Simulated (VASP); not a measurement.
A run of VASP 6.6.1 is set up as follows.

The input INCAR:

```
SYSTEM = Be
ALGO = Normal
EDIFF = 1E-6
ENCUT = 520
GGA = PE
ISIF = 2
ISMEAR = 1
LASPH = .TRUE.
LCHARG = .FALSE.
LREAL = .FALSE.
LWAVE = .FALSE.
NBANDS = 7
NELM = 100
PREC = Accurate
SIGMA = 0.05
```

KPOINTS

```
k-points
0
G
  11 11 11
  0 0 0
```

POSCAR

```
Be
1.0
    2.0996799421      0.0000000000      0.0000000000
    0.0000000000      2.0996799421      0.0000000000
    0.0000000000      0.0000000000      2.0996799421
Be
1
Direct
    0.0000000000      0.0000000000      0.0000000000
```

Potentials or basis: VASP PAW PBE potentials, release 64 (Be).

Command:

```console
$ cat potpaw_PBE.64/Be/POTCAR > POTCAR
$ mpirun -np 1 vasp_std > vasp.out
```

Task: Predict the pressure.

Result: 10.1 GPa.

Task: Predict the band gap on the k mesh.

Result: Zero (band 1 reaches 10.39 eV, above the bottom of band 2 at 4.37 eV).
